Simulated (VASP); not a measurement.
# Rb2HgN (P-6m2) in VASP: single point with PBE

Aim: the single point of Rb2HgN with PBE.

Program: VASP 6.6.1. These are calculated values, not measurements. Logs are shortened: lines on timing, memory, paths and dates and some standing lists are left out, and cuts for length are marked.

## 1. The cell of the first run

The structure is hexagonal, space group P-6m2 (No. 187). The conventional cell has a = 4.054 Å, b = 4.054 Å, c = 8.575 Å, α = 90.00°, β = 90.00°, γ = 120.00°. Rb (site symmetry 3m) has 3 Hg at 2.86 Å and 1 Rb at 3.30 Å and 3 N at 3.53 Å within 3.8 Å. Within 3.8 Å of Hg (site symmetry -6m2) lie 6 Rb at 2.86 Å. N (site symmetry -6m2) has 6 Rb at 3.53 Å and 6 N at 4.05 Å within 4.6 Å.

## 2. Single point, PBE

Contents of INCAR:

```
PREC     = Accurate       # precision mode
ENCUT    = 520            # plane-wave cutoff, eV
EDIFF    = 1E-6           # SCF threshold, eV
ISMEAR   = 0              # smearing method
SIGMA    = 0.1            # smearing width, eV
LREAL    = F              # projectors in reciprocal space
LASPH    = T              # aspherical terms in the spheres
NELM     = 80             # most SCF steps
ALGO     = Normal         # electronic algorithm
ISIF     = 2              # what is computed and relaxed
LWAVE    = F              # write WAVECAR
LCHARG   = F              # write CHGCAR
GGA      = PE             # functional
NBANDS   = 26             # bands
```

Contents of KPOINTS:

```
regular mesh
0
Gamma
  6 6 2
```

Contents of POSCAR:

```
Rb2HgN
1.0
    4.0536187000      0.0000000000      0.0000000000
   -2.0268093500      3.5105367700      0.0000000000
    0.0000000000      0.0000000000      8.5754346000
Rb Hg N
2 1 1
Direct
    0.6666666700      0.3333333300      0.6923170800
    0.6666666700      0.3333333300      0.3076829200
    0.0000000000      0.0000000000      0.5000000000
    0.3333333300      0.6666666700      0.0000000000
```

Potentials or basis: VASP PAW PBE potentials, release 64 (Rb_sv, Hg, N).

On the command line:

```
$ cat potpaw_PBE.64/Rb_sv/POTCAR potpaw_PBE.64/Hg/POTCAR potpaw_PBE.64/N/POTCAR > POTCAR
$ mpirun -np 1 vasp_std > vasp.out
```

OUTCAR:

```text
PREC = Accurate
   ENCUT = 520
   EDIFF = 1E-6
   ISMEAR = 0
   LREAL = F
   LASPH = T
   NELM = 80
   ISIF = 2
   GGA = PE

 ion  position               nearest neighbor table
   1  0.667  0.333  0.692-   3 2.86   3 2.86   3 2.86   2 3.30   4 3.53   4 3.53   4 3.53   2 5.23
                             2 5.23   2 5.23   2 5.23   2 5.23   2 5.23   2 5.28
   2  0.667  0.333  0.308-   3 2.86   3 2.86   3 2.86   1 3.30   4 3.53   4 3.53   4 3.53   1 5.23
                             1 5.23   1 5.23   1 5.23   1 5.23   1 5.23   1 5.28
   3  0.000  0.000  0.500-   1 2.86   2 2.86   1 2.86   2 2.86   1 2.86   2 2.86
   4  0.333  0.667  0.000-   1 3.53   2 3.53   1 3.53   2 3.53   1 3.53   2 3.53

  LATTYP: Found a hexagonal cell.
 ALAT       =     4.0536187000
 C/A-ratio  =     2.1155010460

  Lattice vectors:

 A1 = (   4.0536187000,   0.0000000000,   0.0000000000)
 A2 = (  -2.0268093500,   3.5105367700,   0.0000000000)
 A3 = (   0.0000000000,   0.0000000000,   8.5754346000)

Analysis of symmetry for initial positions (statically):
=====================================================================
 Subroutine PRICEL returns:
 Original cell was already a primitive cell.

 Routine SETGRP: Setting up the symmetry group for a
 hexagonal supercell.

 Subroutine GETGRP returns: Found 12 space group operations
 (whereof 12 operations were pure point group operations)
 out of a pool of 24 trial point group operations.

The static configuration has the point symmetry D_3h.

Analysis of symmetry for dynamics (positions and initial velocities):
=====================================================================
 Subroutine PRICEL returns:
 Original cell was already a primitive cell.

 Routine SETGRP: Setting up the symmetry group for a
 hexagonal supercell.

 Subroutine GETGRP returns: Found 12 space group operations
 (whereof 12 operations were pure point group operations)
 out of a pool of 24 trial point group operations.

The dynamic configuration has the point symmetry D_3h.

 Subroutine INISYM returns: Found 12 space group operations
 (whereof 12 operations are pure point group operations),
 and found     1 'primitive' translations

----------------------------------------------------------------------------------------

                                     Primitive cell

  volume of cell :     122.0317

  direct lattice vectors                    reciprocal lattice vectors
     4.053618700  0.000000000  0.000000000     0.246693158  0.142428361  0.000000000
    -2.026809350  3.510536770  0.000000000     0.000000000  0.284856723  0.000000000
     0.000000000  0.000000000  8.575434600     0.000000000  0.000000000  0.116612166

  length of vectors
     4.053618700  4.053618699  8.575434600     0.284856723  0.284856723  0.116612166

  position of ions in fractional coordinates (direct lattice)
     0.666666670  0.333333330  0.692317080
     0.666666670  0.333333330  0.307682920
     0.000000000  0.000000000  0.500000000
     0.333333330  0.666666670  0.000000000

  ion indices of the primitive-cell ions
   primitive index   ion index
                 1           1
                 2           2
                 3           3
                 4           4

----------------------------------------------------------------------------------------

 KPOINTS: regular mesh

Automatic generation of k-mesh.
 Grid dimensions read from file:
 generate k-points for:    6    6    2

 Generating k-lattice:

  Cartesian coordinates                     Fractional coordinates (reciprocal lattice)
     0.041115526  0.023738060  0.000000000     0.166666667  0.000000000  0.000000000
     0.000000000  0.047476120  0.000000000     0.000000000  0.166666667  0.000000000
     0.000000000  0.000000000  0.058306083     0.000000000  0.000000000  0.500000000

  Length of vectors
     0.047476120  0.047476120  0.058306083

  Shift w.r.t. Gamma in fractional coordinates (k-lattice)
     0.000000000  0.000000000  0.000000000

 Subroutine IBZKPT returns following result:
 ===========================================

 Found     14 irreducible k-points:

 Following reciprocal coordinates:
            Coordinates               Weight
  0.000000  0.000000  0.000000      1.000000
  0.166667 -0.000000  0.000000      6.000000
  0.333333  0.000000  0.000000      6.000000
  0.500000  0.000000  0.000000      3.000000
  0.166667  0.166667  0.000000      6.000000
  0.333333  0.166667  0.000000     12.000000
  0.333333  0.333333  0.000000      2.000000
  0.000000  0.000000  0.500000      1.000000
  0.166667 -0.000000  0.500000      6.000000
  0.333333  0.000000  0.500000      6.000000
  0.500000  0.000000  0.500000      3.000000
  0.166667  0.166667  0.500000      6.000000
  0.333333  0.166667  0.500000     12.000000
  0.333333  0.333333  0.500000      2.000000
   k-points           NKPTS =     14   k-points in BZ     NKDIM =     14   number of bands    NBANDS=     26
   number of dos      NEDOS =    301   number of ions     NIONS =      4
   total plane-waves  NPLWV =  57600
   dimension x,y,z NGX =    30 NGY =   30 NGZ =   64
   dimension x,y,z NGXF=    60 NGYF=   60 NGZF=  128
   ions per type =               2   1   1
   NGX,Y,Z   is equivalent  to a cutoff of  12.30, 12.30, 12.41 a.u.
   NGXF,Y,Z  is equivalent  to a cutoff of  24.61, 24.61, 24.81 a.u.
 SYSTEM =  unknown system
   PREC   = accura    normal or accurate (medium, high low for compatibility)
   ISTART =      0    job   : 0-new  1-cont  2-samecut
   ICHARG =      2    charge: 1-file 2-atom 10-const
   ISPIN  =      1    spin polarized calculation?
   LNONCOLLINEAR =      F non collinear calculations
   LSORBIT =      F    spin-orbit coupling
   LASPH  =      T    aspherical Exc in radial PAW
   ENCUT  =  520.0 eV  38.22 Ry    6.18 a.u.   7.54  7.54 15.94*2*pi/ulx,y,z
   NELM   =     80;   NELMIN=  2; NELMDL= -5     # of ELM steps
   EDIFF  = 0.1E-05   stopping-criterion for ELM
   LREAL  =      F    real-space projection
   EDIFFG = 0.1E-04   stopping-criterion for IOM
   NSW    =      0    number of steps for IOM
   IBRION =     -1    ionic relax: 0-MD 1-quasi-New 2-CG
   NFREE  =      0    steps in history (QN), initial steepest desc. (CG)
   ISIF   =      2    stress and relaxation
   ISYM   =      2    0-nonsym 1-usesym 2-fastsym
   POTIM  = 0.5000    time-step for ionic-motion
   TEBEG  =    0.0;   TEEND  =   0.0 temperature during run
   PSTRESS=    0.0 pullay stress
   NELECT =      35.0000    total number of electrons
   NUPDOWN=      -1.0000    fix difference up-down
   EMIN   =  10.00;   EMAX   =-10.00  energy-range for DOS
   EFERMI =   0.00;   METHOD = LEGACY
   ISMEAR =     0;   SIGMA  =   0.10  broadening in eV -4-tet -1-fermi 0-gaus
   EFERMI_NEDOS =   21; number of points for ismear=-14 and -15
   IALGO  =     38    algorithm
   IMIX   =      4    mixing-type and parameters
     AMIX     =   0.40;   BMIX     =  1.00
     AMIX_MAG =   1.60;   BMIX_MAG =  1.00
  volume/ion in A,a.u.               =      30.51       205.88
  Fermi-wavevector in a.u.,A,eV,Ry     =   1.079626  2.040197 15.858845  1.165592
  Thomas-Fermi vector in A             =   2.215596
   LORBIT       =      0    0 simple, 1 ext, 2 COOP (PROOUT), +10 PAW based schemes
   GGA     = PE    functional components
   LHFCALC =     F    Hartree Fock is set to
   AEXX    =    0.0000 exact exchange contribution
   IVDW    =     0    specifies the selected vdW correction
   LEPSILON=     F    determine dielectric tensor
   LRPA    =     F    only Hartree local field effects (RPA)
 non-spin polarized calculation
 Gauss-broadening in eV      SIGMA  =   0.10
  energy-cutoff  :      520.00
  volume of cell :      122.03
 maximum number of plane-waves:      3320
   NGX = 15   NGY = 15   NGZ = 31

 number of electron      34.9999999 magnetization

 Free energy of the ion-electron system (eV)
  ---------------------------------------------------
  ext. energy  EPLUGINS =         0.00000000
  ---------------------------------------------------
  free energy    TOTEN  =        -3.00893475 eV

  energy without entropy =       -2.96960791  energy(sigma->0) =       -2.98927133

 E-fermi :   1.0947     XC(G=0):  -8.1952

 val. band max:        1.0772643354   @ k =   0.3333   0.1667   0.5000
 cond. band min:       1.0951649846   @ k =   0.3333   0.3333   0.5000
 fundamental gap:      0.0179006493
 Fermi energy:         1.0946566280

 k-point     1 :       0.0000    0.0000    0.0000
  band No.  band energies     occupation
      1     -26.8623      2.00000
      2     -26.7143      2.00000
      3     -11.9455      2.00000
      4     -11.0546      2.00000
      5     -11.0546      2.00000
      6     -10.8585      2.00000
[... 18 lines left out ...]
     25       7.0549      0.00000
     26       7.3017      0.00000

 k-point     2 :       0.1667   -0.0000    0.0000
  band No.  band energies     occupation
      1     -26.8460      2.00000
      2     -26.7037      2.00000
      3     -11.8760      2.00000
      4     -11.2586      2.00000
      5     -11.0558      2.00000
      6     -10.9952      2.00000
[... 18 lines left out ...]
     25       7.2296      0.00000
     26       7.4008      0.00000

 k-point     3 :       0.3333    0.0000    0.0000
  band No.  band energies     occupation
      1     -26.8133      2.00000
      2     -26.6823      2.00000
      3     -11.7710      2.00000
      4     -11.5696      2.00000
      5     -11.2520      2.00000
      6     -11.0596      2.00000
[... 282 lines left out ...]
 k-point    13 :       0.3333    0.1667    0.5000
  band No.  band energies     occupation
      1     -26.7966      2.00000
      2     -26.6718      2.00000
      3     -11.7251      2.00000
      4     -11.5828      2.00000
      5     -11.3875      2.00000
      6     -11.1675      2.00000
[... 18 lines left out ...]
     25       6.5704      0.00000
     26       8.4695      0.00000

 k-point    14 :       0.3333    0.3333    0.5000
  band No.  band energies     occupation
      1     -26.7884      2.00000
      2     -26.6664      2.00000
      3     -11.6189      2.00000
      4     -11.5935      2.00000
      5     -11.4405      2.00000
      6     -11.3296      2.00000
[... 18 lines left out ...]
     25       6.9303      0.00000
     26       7.4119      0.00000

------------------------ aborting loop because EDIFF is reached ----------------------------------------

  FORCE on cell =-STRESS in cart. coord.  units (eV):
  Direction    XX          YY          ZZ          XY          YZ          ZX
  --------------------------------------------------------------------------------------
  -------------------------------------------------------------------------------------
  Total        9.5324346      9.5324346      6.6279857      0.0000000      0.0000000      0.0000000
  in kB      125.1531707    125.1531706     87.0201008      0.0000000      0.0000000      0.0000000
  external PRESSURE =     112.4421473 kB  Pullay stress =       0.0000000 kB

 VOLUME and BASIS-vectors are now :
 -----------------------------------------------------------------------------
  energy-cutoff  :      520.00
  volume of cell :      122.03
      direct lattice vectors                 reciprocal lattice vectors
     4.053618700  0.000000000  0.000000000     0.246693158  0.142428361  0.000000000
    -2.026809350  3.510536770  0.000000000     0.000000000  0.284856723  0.000000000
     0.000000000  0.000000000  8.575434600     0.000000000  0.000000000  0.116612166

 POSITION                                       TOTAL-FORCE (eV/Angst)
 -----------------------------------------------------------------------------------
      2.02681      1.17018      5.93692         0.000000      0.000000      4.621228
      2.02681      1.17018      2.63851         0.000000      0.000000     -4.621228
      0.00000      0.00000      4.28772        -0.000000     -0.000000      0.000000
     -0.00000      2.34036      0.00000        -0.000000     -0.000000      0.000000
 -----------------------------------------------------------------------------------
    total drift:                               -0.000008      0.000005      0.000000

  FREE ENERGIE OF THE ION-ELECTRON SYSTEM (eV)
  ---------------------------------------------------
  free  energy   TOTEN  =        -3.0089347453 eV

  energy  without entropy=       -2.9696079144  energy(sigma->0) =       -2.98927133
```

Wall time 27 s (1 thread of AMD EPYC 9R45 (Zen 5), shared host); peak memory 0.21 GiB.

What came out:

- Free energy: -3.0089 eV
- Pressure: 11.2 GPa
- Largest force: 4.621 eV/Å

Forces in eV/Å, atoms in the order of the input:
```
Rb   0.000  0.000  4.621
Rb   0.000  0.000 -4.621
Hg   0.000  0.000  0.000
N    0.000  0.000  0.000
```

Stress tensor (GPa, compression positive):
```
12.52  0.00  0.00
 0.00 12.52  0.00
 0.00  0.00  8.70
```

Caveat: the k points lie up to 0.37 Å⁻¹ apart; spin-orbit coupling is left out, which moves the levels of the heavy elements; forces of over 1 eV/Å act on the atoms, so gaps and moduli don't describe the material at rest.
